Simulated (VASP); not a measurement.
# Te2Mo (P6_3/mmc) in VASP: further runs

The runs below take Te2Mo through single point, with PBE+U.

Program: VASP 6.6.1. These are calculated values, not measurements. Logs are shortened: lines on timing, memory, paths and dates and some standing lists are left out, and cuts for length are marked.

**1. The cell of the first run**

The structure is hexagonal, space group P6_3/mmc (No. 194). Conventional cell: a = 3.518 Å, b = 3.518 Å, c = 13.974 Å, α = 90.00°, β = 90.00°, γ = 120.00°. Te (site symmetry 3m) has 3 Mo at 2.72 Å and 7 Te at 3.52 to 3.61 Å within 3.7 Å. Within 3.6 Å of Mo (site symmetry -6m2) lie 6 Te at 2.72 Å and 6 Mo at 3.52 Å.

**2. Single point, PBE+U, collinear spin**

Contents of INCAR:

```
SYSTEM = Te2Mo
ALGO = Normal
EDIFF = 1E-6
ENCUT = 500
GGA = PE
GGA_COMPAT = .FALSE.
ISIF = 2
ISMEAR = 0
ISPIN = 2
LASPH = .TRUE.
LCHARG = .FALSE.
LDAU = .TRUE.
LDAUJ = 0 0
LDAUL = -1 2
LDAUPRINT = 1
LDAUTYPE = 2
LDAUU = 0 3
LMAXMIX = 4
LORBIT = 11
LREAL = .FALSE.
LWAVE = .FALSE.
MAGMOM = 0 0 0 0 2 -2
NBANDS = 39
NELM = 200
PREC = Accurate
SIGMA = 0.05
```

Contents of KPOINTS:

```
k-points
0
G
  6 6 2
  0 0 0
```

Contents of POSCAR:

```
Te2Mo
1.0
    3.5181997400      0.0000000000      0.0000000000
   -1.7590998700      3.0468503500      0.0000000000
    0.0000000000      0.0000000000     13.9735999500
Te Mo
4 2
Direct
    0.3333333333      0.6666666667      0.6210000000
    0.6666666667      0.3333333333      0.1210000000
    0.3333333333      0.6666666667      0.8790000000
    0.6666666667      0.3333333333      0.3790000000
    0.3333333333      0.6666666667      0.2500000000
    0.6666666667      0.3333333333      0.7500000000
```

Potentials or basis: VASP PAW PBE potentials, release 64 (Te, Mo_sv).

Started as:

```console
$ cat potpaw_PBE.64/Te/POTCAR potpaw_PBE.64/Mo_sv/POTCAR > POTCAR
$ mpirun -np 1 vasp_std > vasp.out
```

OUTCAR:

```text
SYSTEM = Te2Mo
   EDIFF = 1E-6
   ENCUT = 500
   GGA = PE
   ISIF = 2
   ISMEAR = 0
   ISPIN = 2
   LASPH = .TRUE.
   LORBIT = 11
   LREAL = .FALSE.
   NELM = 200
   PREC = Accurate

 ion  position               nearest neighbor table
   1  0.333  0.667  0.621-   6 2.72   6 2.72   6 2.72   3 3.61
   2  0.667  0.333  0.121-   5 2.72   5 2.72   5 2.72   4 3.61
   3  0.333  0.667  0.879-   6 2.72   6 2.72   6 2.72   1 3.61
   4  0.667  0.333  0.379-   5 2.72   5 2.72   5 2.72   2 3.61
   5  0.333  0.667  0.250-   2 2.72   4 2.72   2 2.72   4 2.72   2 2.72   4 2.72
   6  0.667  0.333  0.750-   1 2.72   3 2.72   1 2.72   3 2.72   1 2.72   3 2.72

  LATTYP: Found a hexagonal cell.
 ALAT       =     3.5181997400
 C/A-ratio  =     3.9718040426

  Lattice vectors:

 A1 = (   3.5181997400,   0.0000000000,   0.0000000000)
 A2 = (  -1.7590998700,   3.0468503500,   0.0000000000)
 A3 = (   0.0000000000,   0.0000000000,  13.9735999500)

Analysis of symmetry for initial positions (statically):
=====================================================================
 Subroutine PRICEL returns:
 Original cell was already a primitive cell.

 Routine SETGRP: Setting up the symmetry group for a
 hexagonal supercell.

 Subroutine GETGRP returns: Found 24 space group operations
 (whereof 12 operations were pure point group operations)
 out of a pool of 24 trial point group operations.

The static configuration has the point symmetry D_3d.
 The point group associated with its full space group is D_6h.

Analysis of symmetry for dynamics (positions and initial velocities):
=====================================================================
 Subroutine PRICEL returns:
 Original cell was already a primitive cell.

 Routine SETGRP: Setting up the symmetry group for a
 hexagonal supercell.

 Subroutine GETGRP returns: Found 24 space group operations
 (whereof 12 operations were pure point group operations)
 out of a pool of 24 trial point group operations.

The dynamic configuration has the point symmetry D_3d.
 The point group associated with its full space group is D_6h.

Analysis of structural, dynamic, and magnetic symmetry:
=====================================================================
 Subroutine PRICEL returns:
 Original cell was already a primitive cell.

 Routine SETGRP: Setting up the symmetry group for a
 hexagonal supercell.

 Subroutine GETGRP returns: Found 24 space group operations
 (whereof 12 operations were pure point group operations)
 out of a pool of 24 trial point group operations.

The overall configuration has the point symmetry D_3d.
 The point group associated with its full space group is D_6h.

 Subroutine INISYM returns: Found 24 space group operations
 (whereof 12 operations are pure point group operations),
 and found     1 'primitive' translations

----------------------------------------------------------------------------------------

                                     Primitive cell

  volume of cell :     149.7890

  direct lattice vectors                    reciprocal lattice vectors
     3.518199740  0.000000000  0.000000000     0.284236278  0.164103892  0.000000000
    -1.759099870  3.046850350  0.000000000     0.000000000  0.328207783  0.000000000
     0.000000000  0.000000000 13.973599950     0.000000000  0.000000000  0.071563520

  length of vectors
     3.518199740  3.518199740 13.973599950     0.328207783  0.328207783  0.071563520

  position of ions in fractional coordinates (direct lattice)
     0.333333333  0.666666667  0.621000000
[... 145 lines left out ...]
  o =  0.3933  v =  0.0000  0.0000 -0.0000 -0.0000  1.0000  0.0000  0.0000  0.0000  0.0000  0.0000      0.0000  0.0000  0.0000  0.0000  0.0000  0.0000  0.0000  0.0000  0.0000  0.0000
  o =  0.4057  v =  0.0000  0.0000  0.0000  0.0000  0.0000  0.0000 -1.0000 -0.0000 -0.0000  0.0000      0.0000  0.0000  0.0000  0.0000  0.0000  0.0000  0.0000  0.0000  0.0000  0.0000
  o =  0.4057  v =  0.0000  0.0000  0.0000  0.0000  0.0000  0.0000 -0.0000 -0.0000  1.0000 -0.0000      0.0000  0.0000  0.0000  0.0000  0.0000  0.0000  0.0000  0.0000  0.0000  0.0000
  o =  0.4057  v =  0.0000 -1.0000  0.0000 -0.0000  0.0000  0.0000  0.0000  0.0000  0.0000  0.0000      0.0000  0.0000  0.0000  0.0000  0.0000  0.0000  0.0000  0.0000  0.0000  0.0000
  o =  0.4057  v =  0.0000 -0.0000  0.0000  1.0000 -0.0000  0.0000  0.0000  0.0000  0.0000  0.0000      0.0000  0.0000  0.0000  0.0000  0.0000  0.0000  0.0000  0.0000  0.0000  0.0000

atom =   6  type =  2  l = 2

 onsite density matrix

spin component  1

  0.3933 -0.0000  0.0000 -0.0000 -0.0000
 -0.0000  0.4057 -0.0000 -0.0000 -0.0000
  0.0000 -0.0000  0.3891 -0.0000 -0.0000
 -0.0000 -0.0000 -0.0000  0.4057  0.0000
 -0.0000 -0.0000 -0.0000  0.0000  0.3933

spin component  2

  0.3933  0.0000  0.0000  0.0000 -0.0000
  0.0000  0.4057  0.0000 -0.0000  0.0000
  0.0000  0.0000  0.3890 -0.0000 -0.0000
  0.0000 -0.0000 -0.0000  0.4057  0.0000
 -0.0000  0.0000 -0.0000  0.0000  0.3933

 occupancies and eigenvectors

  o =  0.3890  v =  0.0000  0.0000  0.0000  0.0000  0.0000  0.0000  0.0000 -1.0000  0.0000 -0.0000      0.0000  0.0000  0.0000  0.0000  0.0000  0.0000  0.0000  0.0000  0.0000  0.0000
  o =  0.3891  v =  0.0000  0.0000  1.0000 -0.0000  0.0000  0.0000  0.0000  0.0000  0.0000  0.0000      0.0000  0.0000  0.0000  0.0000  0.0000  0.0000  0.0000  0.0000  0.0000  0.0000
  o =  0.3933  v =  1.0000  0.0000  0.0000  0.0000  0.0000  0.0000  0.0000  0.0000  0.0000  0.0000      0.0000  0.0000  0.0000  0.0000  0.0000  0.0000  0.0000  0.0000  0.0000  0.0000
  o =  0.3933  v =  0.0000  0.0000  0.0000  0.0000 -1.0000  0.0000  0.0000  0.0000  0.0000  0.0000      0.0000  0.0000  0.0000  0.0000  0.0000  0.0000  0.0000  0.0000  0.0000  0.0000
  o =  0.3933  v =  0.0000  0.0000  0.0000  0.0000  0.0000  1.0000  0.0000  0.0000  0.0000  0.0000      0.0000  0.0000  0.0000  0.0000  0.0000  0.0000  0.0000  0.0000  0.0000  0.0000
  o =  0.3933  v =  0.0000  0.0000  0.0000  0.0000  0.0000  0.0000 -0.0000  0.0000  0.0000 -1.0000      0.0000  0.0000  0.0000  0.0000  0.0000  0.0000  0.0000  0.0000  0.0000  0.0000
  o =  0.4057  v =  0.0000  1.0000 -0.0000  0.0000  0.0000  0.0000  0.0000  0.0000  0.0000  0.0000      0.0000  0.0000  0.0000  0.0000  0.0000  0.0000  0.0000  0.0000  0.0000  0.0000
  o =  0.4057  v =  0.0000 -0.0000  0.0000  1.0000 -0.0000  0.0000  0.0000  0.0000  0.0000  0.0000      0.0000  0.0000  0.0000  0.0000  0.0000  0.0000  0.0000  0.0000  0.0000  0.0000
  o =  0.4057  v =  0.0000  0.0000  0.0000  0.0000  0.0000  0.0000 -1.0000 -0.0000 -0.0000  0.0000      0.0000  0.0000  0.0000  0.0000  0.0000  0.0000  0.0000  0.0000  0.0000  0.0000
  o =  0.4057  v =  0.0000  0.0000  0.0000  0.0000  0.0000  0.0000 -0.0000  0.0000  1.0000  0.0000      0.0000  0.0000  0.0000  0.0000  0.0000  0.0000  0.0000  0.0000  0.0000  0.0000

 number of electron      51.9999997 magnetization       0.0000000

 Free energy of the ion-electron system (eV)
  ---------------------------------------------------
  ext. energy  EPLUGINS =         0.00000000
  ---------------------------------------------------
  free energy    TOTEN  =       -28.78215808 eV

  energy without entropy =      -28.78215808  energy(sigma->0) =      -28.78215808

 E-fermi :   8.4971     XC(G=0): -10.4460

 val. band max:        8.2434366273   @ k =   0.0000   0.0000   0.0000
 cond. band min:       9.0484802049   @ k =   0.1667   0.1667   0.0000
 fundamental gap:      0.8050435776
 Fermi energy:         8.4971150667

 spin component 1

 k-point     1 :       0.0000    0.0000    0.0000
  band No.  band energies     occupation
      1     -52.9127      1.00000
      2     -52.9126      1.00000
      3     -27.0664      1.00000
      4     -27.0664      1.00000
      5     -26.9459      1.00000
      6     -26.9459      1.00000
[... 563 lines left out ...]
     37      13.9323      0.00000
     38      13.9323      0.00000
 Fermi energy:         8.4971150667

 spin component 2

 k-point     1 :       0.0000    0.0000    0.0000
  band No.  band energies     occupation
      1     -52.9127      1.00000
      2     -52.9126      1.00000
      3     -27.0664      1.00000
      4     -27.0664      1.00000
      5     -26.9459      1.00000
      6     -26.9459      1.00000
[... 563 lines left out ...]
     37      13.9323      0.00000
     38      13.9323      0.00000
 [bands above 38 left out]

------------------------ aborting loop because EDIFF is reached ----------------------------------------

  FORCE on cell =-STRESS in cart. coord.  units (eV):
  Direction    XX          YY          ZZ          XY          YZ          ZX
  --------------------------------------------------------------------------------------
  -------------------------------------------------------------------------------------
  Total        3.3379780      3.3379780      4.3459915      0.0000000      0.0000000     -0.0000000
  in kB       35.7037747     35.7037747     46.4857170      0.0000000      0.0000000     -0.0000000
  external PRESSURE =      39.2977555 kB  Pullay stress =       0.0000000 kB

 VOLUME and BASIS-vectors are now :
 -----------------------------------------------------------------------------
  energy-cutoff  :      500.00
  volume of cell :      149.79
      direct lattice vectors                 reciprocal lattice vectors
     3.518199740  0.000000000  0.000000000     0.284236278  0.164103892  0.000000000
    -1.759099870  3.046850350  0.000000000     0.000000000  0.328207783  0.000000000
     0.000000000  0.000000000 13.973599950     0.000000000  0.000000000  0.071563520

 POSITION                                       TOTAL-FORCE (eV/Angst)
 -----------------------------------------------------------------------------------
     -0.00000      2.03123      8.67761        -0.000000      0.000000     -0.346550
      1.75910      1.01562      1.69081        -0.000000     -0.000000     -0.346550
     -0.00000      2.03123     12.28279        -0.000000      0.000000      0.346550
      1.75910      1.01562      5.29599        -0.000000     -0.000000      0.346550
     -0.00000      2.03123      3.49340        -0.000000      0.000000      0.000000
      1.75910      1.01562     10.48020         0.000000      0.000000      0.000000
 -----------------------------------------------------------------------------------
    total drift:                               -0.000000      0.000000     -0.000000

  FREE ENERGIE OF THE ION-ELECTRON SYSTEM (eV)
  ---------------------------------------------------
  free  energy   TOTEN  =       -28.7821580786 eV

  energy  without entropy=      -28.7821580786  energy(sigma->0) =      -28.78215808

 total charge

# of ion       s       p       d       tot
------------------------------------------
    1        1.386   1.985   0.065   3.436
    2        1.386   1.985   0.065   3.436
    3        1.386   1.985   0.065   3.436
    4        1.386   1.985   0.065   3.436
    5        2.261   6.152   3.925  12.338
    6        2.261   6.152   3.925  12.338
--------------------------------------------------
tot         10.066  20.243   8.111  38.420

 magnetization (x)

# of ion       s       p       d       tot
------------------------------------------
    1       -0.000   0.000  -0.000   0.000
    2        0.000  -0.000   0.000  -0.000
    3       -0.000   0.000  -0.000   0.000
    4        0.000  -0.000   0.000  -0.000
    5        0.000   0.000   0.000   0.000
    6       -0.000  -0.000  -0.000  -0.000
--------------------------------------------------
tot          0.000   0.000   0.000   0.000
```

Run time: 3.1 min. Hardware: 1 thread of Oxide Virtual Turin-like, shared host; peak memory 0.37 GiB.

What came out:

- Free energy: -28.7822 eV
- Pressure: 3.9 GPa
- Largest force: 0.347 eV/Å
- Band gap on the k mesh: 0.81 eV (least direct gap 1.04 eV)
- Net moment: 0.00 μB per cell
- Valence electrons inside the program's atomic spheres: Te 3.44; Mo 12.34

Forces on the atoms (eV/Å):
```
Te   0.000  0.000 -0.347
Te   0.000  0.000 -0.347
Te   0.000  0.000  0.347
Te   0.000  0.000  0.347
Mo   0.000  0.000  0.000
Mo   0.000  0.000  0.000
```

Stress tensor (GPa, compression positive):
```
3.57 0.00 0.00
0.00 3.57 0.00
0.00 0.00 4.65
```

Levels at points of the mesh, in eV from the valence-band top:
Spin up:
```
           k point  band 24  band 25  band 26  band 27  band 28  band 29
(0.00, 0.00, 0.00)    -1.05    -0.39     0.00     2.85     2.85     2.98
(0.50, 0.00, 0.00)    -1.00    -0.67    -0.38     1.27     1.32     1.47
(0.00, 0.00, 0.50)    -1.07    -0.10    -0.10     2.89     2.89     2.89
(0.50, 0.00, 0.50)    -1.02    -0.53    -0.53     1.29     1.29     1.64
```
Spin down:
```
           k point  band 24  band 25  band 26  band 27  band 28  band 29
(0.00, 0.00, 0.00)    -1.05    -0.39     0.00     2.85     2.85     2.98
(0.50, 0.00, 0.00)    -1.00    -0.67    -0.38     1.27     1.32     1.47
(0.00, 0.00, 0.50)    -1.07    -0.10    -0.10     2.89     2.89     2.89
(0.50, 0.00, 0.50)    -1.02    -0.53    -0.53     1.29     1.29     1.64
```

Eigenvalues of the final occupation matrices:
```csv
site,spin,trace,eigenvalues
site 5 d,1,1.99,0.39 0.39 0.39 0.41 0.41
site 5 d,2,1.99,0.39 0.39 0.39 0.41 0.41
site 6 d,1,1.99,0.39 0.39 0.39 0.41 0.41
site 6 d,2,1.99,0.39 0.39 0.39 0.41 0.41
```

Caveat: the cell stands under pressure; spin-orbit coupling is left out, which moves the levels of the heavy elements; this functional lacks dispersion, which binds layers or chains, so the pressure and a relaxed spacing across them are unreliable; the U is typed as a test and isn't derived for this compound. A k mesh can miss the band edges.

(Part 1 of 2 ends here.)
